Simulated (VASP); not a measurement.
# Si48C48N (a cell with a defect) in VASP: single point with LDA

Aim: the single point of Si48C48N (a cell with a defect) with LDA.

All numbers are computed with VASP 6.6.1; they aren't measurements. Logs are shortened: lines on timing, memory, paths and dates and some standing lists are left out, and cuts for length are marked.

## 1. The cell of the first run

The cell holds a defect, 97 atoms: a = 9.234 Å, b = 10.663 Å, c = 10.076 Å, α = 90.00°, β = 90.00°, γ = 90.00°.

## 2. Single point, LDA

INCAR reads:

```
SYSTEM = Si48C48N
  ALGO = Normal
  EDIFF = 1E-6
  ENCUT = 520
  GGA_COMPAT = .FALSE.
  ISIF = 2
  ISMEAR = -1
  ISYM = 0
  LASPH = .TRUE.
  LCHARG = .FALSE.
  LREAL = Auto
  LWAVE = .FALSE.
  NBANDS = 248
  NELECT = 388.0
  NELM = 120
  PREC = Accurate
  SIGMA = 0.05
```

KPOINTS reads:

```
Automatic mesh
0
Gamma
  1 1 1
  0.25 0.25 0.25
```

POSCAR reads:

```
Si48C48N
1.0
    9.2342040000      0.0000000000      0.0000000000
    0.0000000000     10.6627400000      0.0000000000
    0.0000000000      0.0000000000     10.0759470000
Si C N
48 48 1
Direct
    0.9993800000      0.0032740000      0.4995880000
    0.3290030000      0.9951600000      0.5000440000
    0.1623050000      0.2497230000      0.5000190000
    0.0013300000      0.5035060000      0.4996340000
    0.6658660000      0.0011300000      0.4994360000
    0.4866540000      0.2282440000      0.5078650000
    0.3135900000      0.5082600000      0.5161850000
    0.1660630000      0.7513250000      0.5003160000
    0.8296700000      0.2529660000      0.4990010000
    0.6865430000      0.5163840000      0.4938920000
    0.5016910000      0.7521810000      0.4996140000
    0.8376080000      0.7576660000      0.4989170000
    0.9991120000      0.1690200000      0.2493310000
    0.3315640000      0.1675830000      0.2486350000
    0.1699030000      0.4186490000      0.2483950000
    0.0018090000      0.6692350000      0.2487980000
    0.6654030000      0.1693470000      0.2496160000
    0.5133510000      0.4209780000      0.2267170000
    0.3358830000      0.6673000000      0.2504310000
    0.1666470000      0.9182660000      0.2497290000
    0.8372410000      0.4194860000      0.2461660000
    0.6700580000      0.6717870000      0.2458720000
    0.5000040000      0.9187850000      0.2492690000
    0.8343670000      0.9200820000      0.2485870000
    0.1654880000      0.0849730000      0.7500870000
    0.9979170000      0.3354030000      0.7495110000
    0.4985700000      0.0814530000      0.7524580000
    0.3292470000      0.3345600000      0.7526980000
    0.1614730000      0.5879060000      0.7553940000
    0.9998090000      0.8365970000      0.7499320000
    0.8321710000      0.0855640000      0.7494020000
    0.6647660000      0.3346500000      0.7465440000
    0.4979650000      0.5867010000      0.7487500000
    0.3323530000      0.8345660000      0.7503590000
    0.8326650000      0.5866500000      0.7459390000
    0.6664690000      0.8354690000      0.7495480000
    0.9999250000      0.0027400000      0.9994190000
    0.3324690000      0.0012130000      0.9999270000
    0.1654150000      0.2518400000      0.0000610000
    0.9998870000      0.5022900000      0.9991540000
    0.6669900000      0.0017910000      0.0001070000
    0.4990800000      0.2509640000      0.9971950000
    0.3333790000      0.5025890000      0.9980730000
    0.1668690000      0.7529230000      0.0011720000
    0.8321420000      0.2522970000      0.9984850000
    0.6700810000      0.5041910000      0.9918870000
    0.5003500000      0.7521780000      0.9991740000
    0.8345900000      0.7530500000      0.9977880000
    0.0008410000      0.0027690000      0.1866890000
    0.3332800000      0.0015100000      0.1867360000
    0.1660670000      0.2522100000      0.1874960000
    0.0035610000      0.5026200000      0.1861660000
    0.6667820000      0.0025130000      0.1873680000
    0.4993830000      0.2515090000      0.1855180000
    0.3381970000      0.5011540000      0.1864640000
    0.1690810000      0.7516800000      0.1881900000
    0.8323750000      0.2524130000      0.1865810000
    0.6769540000      0.5071920000      0.1760420000
    0.5009500000      0.7521100000      0.1869050000
    0.8364920000      0.7537590000      0.1850720000
    0.9988610000      0.0027470000      0.6868030000
    0.3316130000      0.0005440000      0.6874360000
    0.1644400000      0.2517640000      0.6870160000
    0.9988580000      0.5021110000      0.6864080000
    0.6656200000      0.0017940000      0.6868140000
    0.4959940000      0.2487710000      0.6922090000
    0.3263520000      0.5038980000      0.6981590000
    0.1653690000      0.7520330000      0.6876350000
    0.8313610000      0.2523340000      0.6857880000
    0.6625620000      0.5017890000      0.6794630000
    0.4996330000      0.7523120000      0.6864550000
    0.8334030000      0.7534460000      0.6857890000
    0.9959150000      0.1693750000      0.4371550000
    0.3221000000      0.1583630000      0.4364120000
    0.1647620000      0.4166030000      0.4371130000
    0.0008370000      0.6687370000      0.4371330000
    0.6613570000      0.1693080000      0.4382610000
    0.4535760000      0.3943850000      0.4723110000
    0.3349830000      0.6665220000      0.4396150000
    0.1633230000      0.9156710000      0.4376220000
    0.8392330000      0.4197010000      0.4348110000
    0.6726990000      0.6776750000      0.4344910000
    0.4987780000      0.9178820000      0.4373740000
    0.8339520000      0.9220410000      0.4364560000
    0.1666000000      0.0856080000      0.9377330000
    0.9991660000      0.3356190000      0.9373970000
    0.4995530000      0.0838240000      0.9387920000
    0.3319380000      0.3350730000      0.9389410000
    0.1654780000      0.5865890000      0.9408470000
    0.0009840000      0.8363740000      0.9374520000
    0.8327940000      0.0857250000      0.9373020000
    0.6655840000      0.3360380000      0.9346800000
    0.5007180000      0.5857340000      0.9358120000
    0.3334480000      0.8348170000      0.9378150000
    0.8354190000      0.5868330000      0.9325400000
    0.6669900000      0.8354670000      0.9373820000
    0.5569460000      0.4383690000      0.3943070000
```

Potentials or basis: VASP PAW LDA potentials, release 64 (Si, C, N).

Run with:

```bash
cat potpaw_LDA.64/Si/POTCAR potpaw_LDA.64/C/POTCAR potpaw_LDA.64/N/POTCAR > POTCAR
mpirun -np 1 vasp_std > vasp.out
```

OUTCAR:

```text
SYSTEM = Si48C48N
   EDIFF = 1E-6
   ENCUT = 520
   ISIF = 2
   ISMEAR = -1
   ISYM = 0
   LASPH = .TRUE.
   LREAL = Auto
   NELECT = 388.0
   NELM = 120
   PREC = Accurate

 ion  position               nearest neighbor table
   1  0.999  0.003  0.500-  84 1.87  73 1.88  80 1.89  61 1.89  12 3.01   3 3.03   2 3.05  13 3.08
                            25 3.08   5 3.08  31 3.08  24 3.08  30 3.09   9 3.09  20 3.09   8 3.10
   2  0.329  0.995  0.500-  74 1.86  80 1.86  83 1.88  62 1.89   6 2.88   8 3.00  11 3.04   1 3.05
                            20 3.05  34 3.05  23 3.09  25 3.09   5 3.11   3 3.12  27 3.13  14 3.13
   3  0.162  0.250  0.500-  73 1.87  74 1.88  63 1.88  75 1.89   6 3.00   1 3.03  13 3.06  25 3.07
                             9 3.07  26 3.08   4 3.09   7 3.09  14 3.10  28 3.11  15 3.11   2 3.12
   4  0.001  0.504  0.500-  81 1.86  76 1.87  75 1.88  64 1.88   7 2.89  10 2.91   8 3.05  35 3.06
                            16 3.08   3 3.09  26 3.09  21 3.10  12 3.10  29 3.10   9 3.11  15 3.11
   5  0.666  0.001  0.499-  84 1.88  83 1.89  65 1.89  77 1.90   6 2.93  12 3.04  11 3.06  23 3.08
                            36 3.08   1 3.08   9 3.08  31 3.08  17 3.09  24 3.09  27 3.10   2 3.11
   6  0.487  0.228  0.508-  78 1.83  74 1.84  77 1.87  66 1.87   2 2.88  27 2.92   5 2.93   3 3.00
                            14 3.05  28 3.08  32 3.13  17 3.14
   7  0.314  0.508  0.516-  78 1.83  67 1.84  75 1.87  79 1.87   4 2.89  29 2.92   8 2.93  33 3.01
                            28 3.02   3 3.09  11 3.13
   8  0.166  0.751  0.500-  80 1.86  76 1.87  68 1.89  79 1.90   7 2.93   2 3.00  12 3.03   4 3.05
                            16 3.08  34 3.08  30 3.08  20 3.09   1 3.10  19 3.10  11 3.10  29 3.11
   9  0.830  0.253  0.499-  73 1.88  69 1.88  77 1.89  81 1.89  32 3.05  17 3.07   3 3.07   5 3.08
                             1 3.09  31 3.09  26 3.09  13 3.09  10 3.10  21 3.11   4 3.11
  10  0.687  0.516  0.494-  97 1.77  82 1.83  81 1.85  70 1.89  78 2.52   4 2.91  12 2.93  35 2.97
                            22 3.00  21 3.04  11 3.04   9 3.10
  11  0.502  0.752  0.500-  83 1.88  71 1.88  82 1.89  79 1.89  10 3.04   2 3.04   5 3.06  33 3.07
                            36 3.07  19 3.08  23 3.09  34 3.10   8 3.10  12 3.10  22 3.11   7 3.13
  12  0.838  0.758  0.499-  82 1.86  84 1.86  72 1.88  76 1.89  10 2.93   1 3.01   8 3.03   5 3.04
                            30 3.06  24 3.06  35 3.09  16 3.09  36 3.09  11 3.10   4 3.10  22 3.12
  13  0.999  0.169  0.249-  49 1.88  51 1.88  57 1.89  73 1.89  24 3.06  21 3.06   3 3.06  14 3.07
                            39 3.07   1 3.08  37 3.08  17 3.08  20 3.09  45 3.09  15 3.09   9 3.09
  14  0.332  0.168  0.249-  50 1.88  51 1.88  74 1.90  54 1.90   6 3.05  20 3.06  15 3.07  13 3.07
                            38 3.07  39 3.07  23 3.08  17 3.08  42 3.10   3 3.10   2 3.13
  15  0.170  0.419  0.248-  51 1.88  52 1.89  55 1.89  75 1.90  19 3.06  14 3.07  39 3.07  21 3.07
                            43 3.07  16 3.09  40 3.09  13 3.09   4 3.11   3 3.11
  16  0.002  0.669  0.249-  56 1.88  52 1.89  60 1.89  76 1.90  44 3.06  20 3.06  22 3.06  21 3.07
                             8 3.08  40 3.08   4 3.08  19 3.09  12 3.09  24 3.09  15 3.09  48 3.10
  17  0.665  0.169  0.250-  54 1.88  53 1.89  57 1.89  77 1.90  18 3.04   9 3.07  23 3.08  13 3.08
                            24 3.08  14 3.08  41 3.08   5 3.09  45 3.09  42 3.10  21 3.10   6 3.14
  18  0.513  0.421  0.227-  97 1.75  58 1.84  54 1.86  55 1.87  78 2.55  46 2.91  42 2.94  43 2.97
                            21 3.00  17 3.04  22 3.05  19 3.10
  19  0.336  0.667  0.250-  59 1.88  55 1.89  56 1.89  79 1.91  15 3.06  11 3.08  23 3.08  16 3.09
[... 401 lines left out ...]
   LHFCALC =     F    Hartree Fock is set to
   AEXX    =    0.0000 exact exchange contribution
   IVDW    =     0    specifies the selected vdW correction
   LEPSILON=     F    determine dielectric tensor
   LRPA    =     F    only Hartree local field effects (RPA)
 non-spin polarized calculation
  energy-cutoff  :      520.00
  volume of cell :      992.10
 maximum number of plane-waves:     26706
 NGX is ok and might be reduce to    70
   NGX = 35   NGY = 39   NGZ = 37

 number of electron     388.0000007 magnetization

 Free energy of the ion-electron system (eV)
  ---------------------------------------------------
  ext. energy  EPLUGINS =         0.00000000
  ---------------------------------------------------
  free energy    TOTEN  =      -813.34885619 eV

  energy without entropy =     -813.34632652  energy(sigma->0) =     -813.34759135

 E-fermi :   8.7321     XC(G=0): -11.5831

 val. band max:        8.4330424102   @ k =   0.2500  -0.2500  -0.2500
 cond. band min:       9.0405782375   @ k =   0.2500  -0.2500  -0.2500
 fundamental gap:      0.6075358273
 Fermi energy:         8.7321312546

 k-point     1 :       0.2500    0.2500    0.2500
  band No.  band energies     occupation
      1     -10.3882      2.00000
      2      -6.9358      2.00000
      3      -6.4503      2.00000
      4      -6.3970      2.00000
      5      -6.1874      2.00000
      6      -5.8668      2.00000
[... 825 lines left out ...]
    205      11.8671      0.00000
    206      11.9266      0.00000
 [bands above 206 left out]

------------------------ aborting loop because EDIFF is reached ----------------------------------------

  FORCE on cell =-STRESS in cart. coord.  units (eV):
  Direction    XX          YY          ZZ          XY          YZ          ZX
  --------------------------------------------------------------------------------------
  -------------------------------------------------------------------------------------
  Total      -22.1740714    -20.2561786    -22.2974972      8.0477628     -1.3514128     -7.1513456
  in kB      -35.8097975    -32.7125154    -36.0091228     12.9966551     -2.1824508    -11.5489949
  external PRESSURE =     -34.8438119 kB  Pullay stress =       0.0000000 kB

 VOLUME and BASIS-vectors are now :
 -----------------------------------------------------------------------------
  energy-cutoff  :      520.00
  volume of cell :      992.10
      direct lattice vectors                 reciprocal lattice vectors
     9.234204000  0.000000000  0.000000000     0.108293037  0.000000000  0.000000000
     0.000000000 10.662740000  0.000000000     0.000000000  0.093784524  0.000000000
     0.000000000  0.000000000 10.075947000     0.000000000  0.000000000  0.099246254

 POSITION                                       TOTAL-FORCE (eV/Angst)
 -----------------------------------------------------------------------------------
      9.22848      0.03491      5.03382        -0.047828     -0.010754      0.001366
      3.03808     10.61113      5.03842        -0.020612      0.025801     -0.007997
      1.49876      2.66273      5.03816        -0.030799     -0.015485      0.000846
      0.01228      5.36875      5.03429         0.000809     -0.054919     -0.026032
      6.14874      0.01205      5.03229        -0.003427      0.003840      0.005886
      4.49386      2.43371      5.11722        -0.064275      0.136324     -0.020694
[... 89 lines left out ...]
      6.15912      8.90837      9.44501         0.001785      0.003620      0.006053
      5.14295      4.67421      3.97302        -0.119794     -0.006801      0.000195
 -----------------------------------------------------------------------------------
    total drift:                               -0.000438     -0.023726      0.072333

  FREE ENERGIE OF THE ION-ELECTRON SYSTEM (eV)
  ---------------------------------------------------
  free  energy   TOTEN  =      -813.3488561905 eV

  energy  without entropy=     -813.3463265157  energy(sigma->0) =     -813.34759135
```

Wall time 20 min (1 thread of Intel Xeon Platinum 8375C at 2.90GHz (Ice Lake), shared host); peak memory 1 GiB.

Results:

```
Free energy   : -813.3489 eV
Largest force : 0.152 eV/Å
```

Forces in eV/Å, atoms in the order of the input:
```
Si  -0.048 -0.011  0.001
Si  -0.021  0.026 -0.008
Si  -0.031 -0.015  0.001
Si   0.001 -0.055 -0.026
Si  -0.003  0.004  0.006
Si  -0.064  0.136 -0.021
Si   0.089 -0.054  0.003
Si  -0.025  0.019 -0.003
Si  -0.013  0.004  0.021
Si  -0.097 -0.009 -0.075
Si  -0.005  0.006  0.007
Si  -0.048  0.000 -0.005
Si   0.008 -0.005 -0.011
Si  -0.001 -0.015 -0.007
Si   0.003 -0.011  0.011
Si   0.010 -0.004 -0.013
Si   0.000  0.002 -0.006
Si   0.073  0.015  0.132
Si   0.011 -0.005 -0.015
Si   0.013 -0.004 -0.006
Si  -0.003 -0.003 -0.031
Si   0.015  0.002 -0.015
Si   0.007 -0.004 -0.009
Si   0.008 -0.002 -0.009
Si  -0.010 -0.005 -0.005
Si  -0.009 -0.003 -0.010
Si  -0.008  0.001 -0.003
Si  -0.006  0.000  0.002
Si   0.000 -0.020 -0.012
Si  -0.011 -0.002 -0.005
Si  -0.008 -0.003 -0.011
Si  -0.004 -0.011 -0.010
Si  -0.013 -0.005 -0.002
Si  -0.006  0.002 -0.007
Si   0.021  0.000  0.024
Si  -0.003 -0.005 -0.008
Si   0.006 -0.005 -0.001
Si   0.009  0.001  0.004
Si   0.006  0.003  0.000
Si   0.008  0.013  0.004
Si  -0.002 -0.003 -0.001
Si  -0.003 -0.008  0.005
Si   0.002 -0.003  0.004
Si   0.003 -0.009  0.000
Si   0.006 -0.004  0.001
Si   0.018  0.005  0.024
Si   0.007 -0.001  0.000
Si   0.010 -0.004  0.004
C   -0.009  0.007  0.004
C   -0.012  0.006  0.003
C   -0.004  0.000  0.000
C   -0.015 -0.003 -0.006
C   -0.002  0.004  0.001
C    0.008  0.016 -0.021
C    0.004  0.003 -0.013
C   -0.020  0.007 -0.005
C   -0.004  0.007  0.007
C   -0.053 -0.031 -0.003
C    0.005  0.001  0.003
C   -0.022 -0.003  0.007
C    0.013  0.001 -0.005
C    0.024 -0.009 -0.006
C    0.021 -0.004 -0.005
C    0.011  0.025  0.002
C    0.005 -0.003  0.002
C    0.010 -0.024 -0.030
C   -0.001  0.020 -0.046
C    0.014 -0.004  0.001
C    0.011  0.005  0.007
C    0.028  0.024 -0.003
C    0.009 -0.004 -0.003
C    0.013  0.007 -0.018
C    0.022 -0.003  0.006
C    0.072  0.005  0.036
C   -0.079  0.026 -0.026
C    0.024  0.019  0.007
C   -0.014 -0.025 -0.004
C    0.113 -0.008  0.005
C   -0.024 -0.002  0.026
C    0.025  0.002  0.001
C    0.049  0.028  0.057
C    0.037 -0.041  0.048
C   -0.008  0.003  0.005
C    0.024 -0.028  0.023
C   -0.004 -0.003  0.005
C   -0.005  0.004  0.006
C   -0.007  0.005 -0.005
C   -0.003  0.002 -0.015
C   -0.001  0.000 -0.007
C   -0.009  0.007  0.007
C   -0.003  0.001  0.011
C    0.001  0.005  0.007
C    0.005  0.008  0.002
C   -0.009  0.006  0.007
C   -0.014 -0.004 -0.003
C    0.002  0.004  0.006
N   -0.120 -0.007  0.000
```

Levels at points of the mesh, in eV from the Fermi level:
| k point | band 190 | band 191 | band 192 | band 193 | band 194 | band 195 | band 196 | band 197 | band 198 | band 199 |
| --- | --- | --- | --- | --- | --- | --- | --- | --- | --- | --- |
| (0.25, 0.25, 0.25) | -1.17 | -1.09 | -0.90 | -0.73 | -0.35 | 0.33 | 2.02 | 2.12 | 2.30 | 2.42 |

Caveat: the cell carries a net charge on a neutralising background, which shifts energy and pressure; the cell is charged against a uniform background, so pressure and absolute levels hang on convention.
